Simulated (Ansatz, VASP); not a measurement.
## Two plane-wave programs on Yb3SnC

```
Yb Sn C
1.0
     6.03085    0.00000    0.00000
     0.00000    6.03085    0.00000
     0.00000    0.00000    6.03085
Yb Sn C
3 1 1
Direct
  0.50000 0.50000 0.00000
  0.50000 0.00000 0.50000
  0.00000 0.50000 0.50000
  0.50000 0.50000 0.50000
  0.00000 0.00000 0.00000
```

Alike in both runs: task single point; functional PBE; k mesh 5 × 5 × 5; occupations fermi-dirac, width 0.05 eV; collinear spin.

|  | VASP | Ansatz |
| --- | --- | --- |
| version | VASP 6.6.1 | Ansatz 0.2.0 |
| potentials or method | VASP PAW PBE potentials, release 64 (Yb, Sn_d, C) | Ansatz PAW |
| plane-wave cutoff (eV) | 520 | 420 |
| valence electrons in the cell | 90 | 90 |

```tsv
	VASP	Ansatz	Ansatz less VASP
gap on the k mesh at the Fermi level (eV)	none	none	-
pressure (GPa)	-1.4	-1.2	+0.21
net moment per atom (μB)	0.41	0.41	+0.003
size of the moment on the site where the two differ most (μB)	0.89	1.95	+1.065
```

Site moments also hang on the region over which each program counts them. A gap of «none» marks a metal or a gap that the smearing closes.

Neither program's run includes spin-orbit coupling.
